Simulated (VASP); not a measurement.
SnSe2, 3 atoms in the cell. Symmetry: C2/m, No. 12, monoclinic system. The conventional cell has a = 7.343 Å, b = 3.811 Å, c = 6.137 Å, α = 90.00°, β = 90.00°, γ = 90.00°. Sn (site symmetry 2/m) has 6 Se at 2.74 to 2.89 Å within 3.6 Å. Within 3.6 Å of Se (site symmetry m) lie 3 Sn at 2.74 to 2.89 Å.  This cell differs from its parent crystal: strain +0.1125 x Voigt [0, 1, 0, 0, 0, 0].

* Program: VASP 6.6.1
* Task: single point
* Functional: PBEsol
* Potentials or basis: VASP PAW PBE potentials, release 64 (Sn_d, Se)
* Cutoff: 520 eV
* k mesh: 12 × 12 × 6
* Occupations: gaussian, width 0.05 eV
* Spin: no spin polarisation
* Dipole correction: no
* Further INCAR settings: ALGO = Normal; EDIFF = 1e-06; NBANDS = 20

Potentials or basis: VASP PAW PBE potentials, release 64 (Sn_d, Se).

Run with:

```console
$ cat potpaw_PBE.64/Sn_d/POTCAR potpaw_PBE.64/Se/POTCAR > POTCAR
$ mpirun -np 1 vasp_std > vasp.out
```

Hardware: 1 thread of Oxide Virtual Turin-like Processor, on a shared host.

How long does it take, and how much memory?

It took 6.6 min on 1 thread of Oxide Virtual Turin-like Processor, with other jobs on the host, peak memory 0.46 GiB. Counts: scf iterations 12, k points 242.
